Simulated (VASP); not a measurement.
MgO: single point with PBE

The system is MgO.

```
CELL_PARAMETERS angstrom
0.00000 2.09700 2.09700
2.09700 0.00000 2.09700
2.09700 2.09700 0.00000
ATOMIC_POSITIONS crystal
Mg 0.00000 0.00000 0.00000
O 0.50000 0.50000 0.50000
```

| Quantity | Value |
| --- | --- |
| Program | VASP 6.6.1 |
| Task | single point |
| Functional | PBE |
| Potentials or basis | VASP PAW PBE potentials, release 64 (Mg, O) |
| Cutoff | 520 eV |
| k mesh | 11 × 11 × 11 |
| Occupations | gaussian, width 0.019 eV |
| Spin | no spin polarisation |
| Dipole correction | no |
| Further INCAR settings | ALGO = Normal; EDIFF = 1e-06; NBANDS = 11 |

```json
{"Pressure": "6.2 GPa", "Band gap on the k mesh": "4.85 eV"}
```

Levels at points of the mesh, in eV from the valence-band top:
```
           k point  band 2  band 3  band 4  band 5  band 6  band 7
(0.00, 0.00, 0.00)    0.00    0.00    0.00    4.85   15.87   15.87
```

Wall time 8.3 s on 1 thread of Intel(R) Xeon(R) Platinum 8259CL CPU @ 2.50GHz (Skylake/Cascade Lake) (shared host), peak memory 0.14 GiB.

Caveat: the cell stands under pressure.
